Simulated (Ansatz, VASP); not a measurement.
One calculation of K2S, two programs

```
CELL_PARAMETERS angstrom
0.00000 3.71661 3.71661
3.71661 0.00000 3.71661
3.71661 3.71661 0.00000
ATOMIC_POSITIONS crystal
K 0.25000 0.25000 0.25000
K 0.75000 0.75000 0.75000
S 0.00000 0.00000 0.00000
```

Alike in both runs: task single point; functional PBEsol; k mesh 6 × 6 × 6; occupations gaussian, width 0.05 eV; no spin polarisation.

```csv
,VASP,Ansatz
version,VASP 6.6.1,Ansatz 0.2.0
potentials or method,"VASP PAW PBE potentials, release 64 (K_sv, S), cutoff 500 eV","scalar-relativistic, plane waves, PAW"
valence electrons in the cell,24,24
```

```csv
,VASP,Ansatz,Ansatz less VASP
gap on the k mesh at the Fermi level (eV),2.25,2.25,+0.002
least direct gap on the mesh (eV),2.44,2.44,+0.003
pressure (GPa),-0.7,-0.7,-0.04
```

VASP's potentials were made for PBE, not for PBEsol. With one functional, cell and mesh, what is left measures potentials, basis and numerics.
